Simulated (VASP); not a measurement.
# CdO2 (P-3m1) in VASP: notebook

The runs below take CdO2 through single point, with PBEsol.

All numbers are computed with VASP 6.6.1; they aren't measurements. Logs are shortened: lines on timing, memory, paths and dates and some standing lists are left out, and cuts for length are marked.

## 1. The cell of the first run

It takes space group P-3m1 (No. 164, trigonal). Conventional cell: a = 3.476 Å, b = 3.476 Å, c = 4.148 Å, α = 90.00°, β = 90.00°, γ = 120.00°. Cd (site symmetry -3m) has 6 O at 2.25 Å within 3.0 Å. O (site symmetry 3m) has 3 Cd at 2.25 Å and 6 O at 2.85 to 2.92 Å within 3.0 Å.

## 2. Single point, PBEsol

INCAR

```
SYSTEM = CdO2
PREC = Accurate
ENCUT = 600
EDIFF = 1E-6
ISMEAR = -1
SIGMA = 0.1
LREAL = .False.
LASPH = .True.
NELM = 120
ALGO = Normal
ISIF = 2
LWAVE = .False.
LCHARG = .False.
GGA = PS
NBANDS = 19
GGA_COMPAT = .False.
```

KPOINTS

```
Automatic mesh
0
Gamma
  3 3 2
  0 0 0
```

POSCAR

```
CdO2
1.0
    3.4762295800      0.0000000000      0.0000000000
   -1.7381147900      3.0105031257      0.0000000000
    0.0000000000      0.0000000000      4.1480760000
Cd O
1 2
Direct
    0.0000000000      0.0000000000      0.0000000000
    0.6666666667      0.3333333333      0.7557810000
    0.3333333333      0.6666666667      0.2442190000
```

Potentials or basis: VASP PAW PBE potentials, release 64 (Cd, O).

Command:

```sh
> cat potpaw_PBE.64/Cd/POTCAR potpaw_PBE.64/O/POTCAR > POTCAR
> mpirun -np 1 vasp_std > vasp.out
```

OUTCAR:

```text
SYSTEM = CdO2
   PREC = Accurate
   ENCUT = 600
   EDIFF = 1E-6
   ISMEAR = -1
   LREAL = .False.
   LASPH = .True.
   NELM = 120
   ISIF = 2
   GGA = PS

 ion  position               nearest neighbor table
   1  0.000  0.000  0.000-   2 2.25   3 2.25   2 2.25   3 2.25   2 2.25   3 2.25
   2  0.667  0.333  0.756-   1 2.25   1 2.25   1 2.25
   3  0.333  0.667  0.244-   1 2.25   1 2.25   1 2.25

  LATTYP: Found a hexagonal cell.
 ALAT       =     3.4762295800
 C/A-ratio  =     1.1932687139

  Lattice vectors:

 A1 = (   3.4762295800,   0.0000000000,   0.0000000000)
 A2 = (  -1.7381147900,   3.0105031257,   0.0000000000)
 A3 = (   0.0000000000,   0.0000000000,   4.1480760000)

Analysis of symmetry for initial positions (statically):
=====================================================================
 Subroutine PRICEL returns:
 Original cell was already a primitive cell.

 Routine SETGRP: Setting up the symmetry group for a
 hexagonal supercell.

 Subroutine GETGRP returns: Found 12 space group operations
 (whereof 12 operations were pure point group operations)
 out of a pool of 24 trial point group operations.

The static configuration has the point symmetry D_3d.

Analysis of symmetry for dynamics (positions and initial velocities):
=====================================================================
 Subroutine PRICEL returns:
 Original cell was already a primitive cell.

 Routine SETGRP: Setting up the symmetry group for a
 hexagonal supercell.

 Subroutine GETGRP returns: Found 12 space group operations
 (whereof 12 operations were pure point group operations)
 out of a pool of 24 trial point group operations.

The dynamic configuration has the point symmetry D_3d.

 Subroutine INISYM returns: Found 12 space group operations
 (whereof 12 operations are pure point group operations),
 and found     1 'primitive' translations

----------------------------------------------------------------------------------------

                                     Primitive cell

  volume of cell :      43.4104

  direct lattice vectors                    reciprocal lattice vectors
     3.476229580  0.000000000  0.000000000     0.287667997  0.166085195  0.000000000
    -1.738114790  3.010503126  0.000000000     0.000000000  0.332170391  0.000000000
     0.000000000  0.000000000  4.148076000     0.000000000  0.000000000  0.241075622

  length of vectors
     3.476229580  3.476229580  4.148076000     0.332170391  0.332170391  0.241075622

  position of ions in fractional coordinates (direct lattice)
     0.000000000  0.000000000  0.000000000
     0.666666667  0.333333333  0.755781000
     0.333333333  0.666666667  0.244219000

  ion indices of the primitive-cell ions
   primitive index   ion index
                 1           1
                 2           2
                 3           3

----------------------------------------------------------------------------------------

 KPOINTS: Automatic mesh

Automatic generation of k-mesh.
 Grid dimensions read from file:
 generate k-points for:    3    3    2

 Generating k-lattice:

  Cartesian coordinates                     Fractional coordinates (reciprocal lattice)
     0.095889332  0.055361732  0.000000000     0.333333333  0.000000000  0.000000000
     0.000000000  0.110723464  0.000000000     0.000000000  0.333333333  0.000000000
     0.000000000  0.000000000  0.120537811     0.000000000  0.000000000  0.500000000

  Length of vectors
     0.110723464  0.110723464  0.120537811

  Shift w.r.t. Gamma in fractional coordinates (k-lattice)
     0.000000000  0.000000000  0.000000000

 Subroutine IBZKPT returns following result:
 ===========================================

 Found      6 irreducible k-points:

 Following reciprocal coordinates:
            Coordinates               Weight
  0.000000  0.000000  0.000000      1.000000
  0.333333 -0.000000  0.000000      6.000000
  0.333333  0.333333  0.000000      2.000000
  0.000000  0.000000  0.500000      1.000000
  0.333333 -0.000000  0.500000      6.000000
  0.333333  0.333333  0.500000      2.000000
   k-points           NKPTS =      6   k-points in BZ     NKDIM =      6   number of bands    NBANDS=     19
   number of dos      NEDOS =    301   number of ions     NIONS =      3
   total plane-waves  NPLWV =  28224
   dimension x,y,z NGX =    28 NGY =   28 NGZ =   36
   dimension x,y,z NGXF=    56 NGYF=   56 NGZF=   72
   ions per type =               1   2
   NGX,Y,Z   is equivalent  to a cutoff of  13.39, 13.39, 14.43 a.u.
   NGXF,Y,Z  is equivalent  to a cutoff of  26.78, 26.78, 28.86 a.u.
 SYSTEM =  CdO2
   PREC   = accura    normal or accurate (medium, high low for compatibility)
   ISTART =      0    job   : 0-new  1-cont  2-samecut
   ICHARG =      2    charge: 1-file 2-atom 10-const
   ISPIN  =      1    spin polarized calculation?
   LNONCOLLINEAR =      F non collinear calculations
   LSORBIT =      F    spin-orbit coupling
   LASPH  =      T    aspherical Exc in radial PAW
   ENCUT  =  600.0 eV  44.10 Ry    6.64 a.u.   6.94  6.94  8.28*2*pi/ulx,y,z
   NELM   =    120;   NELMIN=  2; NELMDL= -5     # of ELM steps
   EDIFF  = 0.1E-05   stopping-criterion for ELM
   LREAL  =      F    real-space projection
   EDIFFG = 0.1E-04   stopping-criterion for IOM
   NSW    =      0    number of steps for IOM
   IBRION =     -1    ionic relax: 0-MD 1-quasi-New 2-CG
   NFREE  =      0    steps in history (QN), initial steepest desc. (CG)
   ISIF   =      2    stress and relaxation
   ISYM   =      2    0-nonsym 1-usesym 2-fastsym
   POTIM  = 0.5000    time-step for ionic-motion
   TEBEG  =    0.0;   TEEND  =   0.0 temperature during run
   PSTRESS=    0.0 pullay stress
   NELECT =      24.0000    total number of electrons
   NUPDOWN=      -1.0000    fix difference up-down
   EMIN   =  10.00;   EMAX   =-10.00  energy-range for DOS
   EFERMI =   0.00;   METHOD = LEGACY
   ISMEAR =    -1;   SIGMA  =   0.10  broadening in eV -4-tet -1-fermi 0-gaus
   EFERMI_NEDOS =   21; number of points for ismear=-14 and -15
   IALGO  =     38    algorithm
   IMIX   =      4    mixing-type and parameters
     AMIX     =   0.40;   BMIX     =  1.00
     AMIX_MAG =   1.60;   BMIX_MAG =  1.00
  volume/ion in A,a.u.               =      14.47        97.65
  Fermi-wavevector in a.u.,A,eV,Ry     =   1.343632  2.539097 24.563255  1.805348
  Thomas-Fermi vector in A             =   2.471691
   LORBIT       =      0    0 simple, 1 ext, 2 COOP (PROOUT), +10 PAW based schemes
   GGA     = PS    functional components
   LHFCALC =     F    Hartree Fock is set to
   AEXX    =    0.0000 exact exchange contribution
   IVDW    =     0    specifies the selected vdW correction
   LEPSILON=     F    determine dielectric tensor
   LRPA    =     F    only Hartree local field effects (RPA)
 non-spin polarized calculation
  energy-cutoff  :      600.00
  volume of cell :       43.41
 maximum number of plane-waves:      1467
 NGX is ok and might be reduce to    28
   NGX = 13   NGY = 13   NGZ = 17

 number of electron      23.9999999 magnetization

 Free energy of the ion-electron system (eV)
  ---------------------------------------------------
  ext. energy  EPLUGINS =         0.00000000
  ---------------------------------------------------
  free energy    TOTEN  =       -11.36799695 eV

  energy without entropy =      -11.21295786  energy(sigma->0) =      -11.29047740

 E-fermi :  -0.6637     XC(G=0): -10.4089

 val. band max:       -0.7345068961   @ k =   0.0000   0.0000   0.0000
 cond. band min:      -0.6595397675   @ k =   0.3333  -0.0000   0.0000
 fundamental gap:      0.0749671286
 Fermi energy:        -0.6636658437

 k-point     1 :       0.0000    0.0000    0.0000
  band No.  band energies     occupation
      1     -17.7566      2.00000
      2     -16.3118      2.00000
      3      -7.9433      2.00000
      4      -7.9433      2.00000
      5      -7.5700      2.00000
      6      -6.9705      2.00000
[... 11 lines left out ...]
     18      13.8612      0.00000
     19      17.5625      0.00000

 k-point     2 :       0.3333   -0.0000    0.0000
  band No.  band energies     occupation
      1     -17.2602      2.00000
      2     -16.6415      2.00000
      3      -7.5975      2.00000
      4      -7.4757      2.00000
      5      -7.1206      2.00000
      6      -6.9481      2.00000
[... 11 lines left out ...]
     18      13.5947      0.00000
     19      13.8267      0.00000

 k-point     3 :       0.3333    0.3333    0.0000
  band No.  band energies     occupation
      1     -16.8890      2.00000
      2     -16.8890      2.00000
      3      -7.3139      2.00000
      4      -7.3139      2.00000
      5      -6.9882      2.00000
      6      -6.9335      2.00000
[... 11 lines left out ...]
     18      12.7160      0.00000
     19      15.7291      0.00000

 k-point     4 :       0.0000    0.0000    0.5000
  band No.  band energies     occupation
      1     -17.3814      2.00000
      2     -16.7534      2.00000
      3      -7.9274      2.00000
      4      -7.9274      2.00000
      5      -7.2804      2.00000
      6      -6.9907      2.00000
[... 11 lines left out ...]
     18      15.8187      0.00000
     19      16.6684      0.00000

 k-point     5 :       0.3333   -0.0000    0.5000
  band No.  band energies     occupation
      1     -17.0356      2.00000
      2     -16.8427      2.00000
      3      -7.6411      2.00000
      4      -7.5932      2.00000
      5      -7.0488      2.00000
      6      -6.9397      2.00000
[... 11 lines left out ...]
     18      13.7214      0.00000
     19      17.1181      0.00000

 k-point     6 :       0.3333    0.3333    0.5000
  band No.  band energies     occupation
      1     -16.8723      2.00000
      2     -16.8723      2.00000
      3      -7.3581      2.00000
      4      -7.3581      2.00000
      5      -6.9079      2.00000
      6      -6.9079      2.00000
[... 11 lines left out ...]
     18      13.4431      0.00000
     19      13.4431      0.00000

------------------------ aborting loop because EDIFF is reached ----------------------------------------

  FORCE on cell =-STRESS in cart. coord.  units (eV):
  Direction    XX          YY          ZZ          XY          YZ          ZX
  --------------------------------------------------------------------------------------
  -------------------------------------------------------------------------------------
  Total       -2.8067496     -2.8067496     -2.1174872      0.0000000      0.0000000      0.0000000
  in kB     -103.5905210   -103.5905210    -78.1514687      0.0000000      0.0000000      0.0000000
  external PRESSURE =     -95.1108369 kB  Pullay stress =       0.0000000 kB

 VOLUME and BASIS-vectors are now :
 -----------------------------------------------------------------------------
  energy-cutoff  :      600.00
  volume of cell :       43.41
      direct lattice vectors                 reciprocal lattice vectors
     3.476229580  0.000000000  0.000000000     0.287667997  0.166085195  0.000000000
    -1.738114790  3.010503126  0.000000000     0.000000000  0.332170391  0.000000000
     0.000000000  0.000000000  4.148076000     0.000000000  0.000000000  0.241075622

 POSITION                                       TOTAL-FORCE (eV/Angst)
 -----------------------------------------------------------------------------------
      0.00000      0.00000      0.00000         0.000000      0.000000      0.000000
      1.73811      1.00350      3.13504         0.000000     -0.000000      0.277603
     -0.00000      2.00700      1.01304        -0.000000      0.000000     -0.277603
 -----------------------------------------------------------------------------------
    total drift:                                0.000000     -0.000000      0.000000

  FREE ENERGIE OF THE ION-ELECTRON SYSTEM (eV)
  ---------------------------------------------------
  free  energy   TOTEN  =       -11.3679969535 eV

  energy  without entropy=      -11.2129578562  energy(sigma->0) =      -11.29047740
```

Wall time 8.4 s (1 thread of Intel Xeon 6975P-C, shared host); peak memory 0.17 GiB.

What came out:

```yaml
Free_energy: -11.3680 eV
Pressure: -9.5 GPa
Largest_force: 0.278 eV/Å
Band_gap_on_the_k_mesh: zero (band 12 reaches -0.30 eV, above the bottom of band 13 at -1.25 eV)
```

Forces in eV/Å, atoms in the order of the input:
```
Cd   0.000  0.000  0.000
O    0.000  0.000  0.278
O    0.000  0.000 -0.278
```

Stress tensor (GPa, compression positive):
```
-10.36   0.00   0.00
  0.00 -10.36   0.00
  0.00   0.00  -7.82
```

Caveat: the k points lie up to 0.76 Å⁻¹ apart; the PAW data sets were made with another functional, which shifts forces and pressure a little.

## 3. Single point, PBEsol

INCAR

```
PREC = Accurate
ENCUT = 600
EDIFF = 1E-6
ISMEAR = -1
SIGMA = 0.1
LREAL = False
LASPH = True
NELM = 120
ALGO = Normal
ISIF = 2
LWAVE = False
LCHARG = True
GGA = PS
LELF = True
LVHAR = True
NBANDS = 19
GGA_COMPAT = False
```

KPOINTS

```
Automatic mesh
0
Gamma
  3 3 3
```

POSCAR is that of step 2.

Potentials or basis: VASP PAW PBE potentials, release 64 (Cd, O).

Command:

```sh
> cat potpaw_PBE.64/Cd/POTCAR potpaw_PBE.64/O/POTCAR > POTCAR
> mpirun -np 1 vasp_std > vasp.out
```

Run time: 10 s. Hardware: 1 thread of Intel Xeon 6975P-C, shared host; peak memory 0.17 GiB.

It converged, with:

* Free energy: -11.3550 eV
* Pressure: -9.2 GPa
* Largest force: 0.232 eV/Å
* Band gap on the k mesh: zero (band 12 reaches -0.47 eV, above the bottom of band 13 at -1.24 eV)

Forces on the atoms (eV/Å):
```
Cd   0.000  0.000  0.000
O    0.000  0.000  0.232
O    0.000  0.000 -0.232
```

Stress tensor (GPa, compression positive):
```
-9.91  0.00  0.00
 0.00 -9.91  0.00
 0.00  0.00 -7.67
```

Levels at points of the mesh, in eV from the Fermi level:
| k point | band 9 | band 10 | band 11 | band 12 | band 13 | band 14 | band 15 | band 16 |
| --- | --- | --- | --- | --- | --- | --- | --- | --- |
| (0.00, 0.00, 0.00) | -0.98 | -0.98 | -0.13 | -0.13 | 0.03 | 3.13 | 8.31 | 13.47 |

Caveat: the k points lie up to 0.70 Å⁻¹ apart; the PAW data sets were made with another functional, which shifts forces and pressure a little.
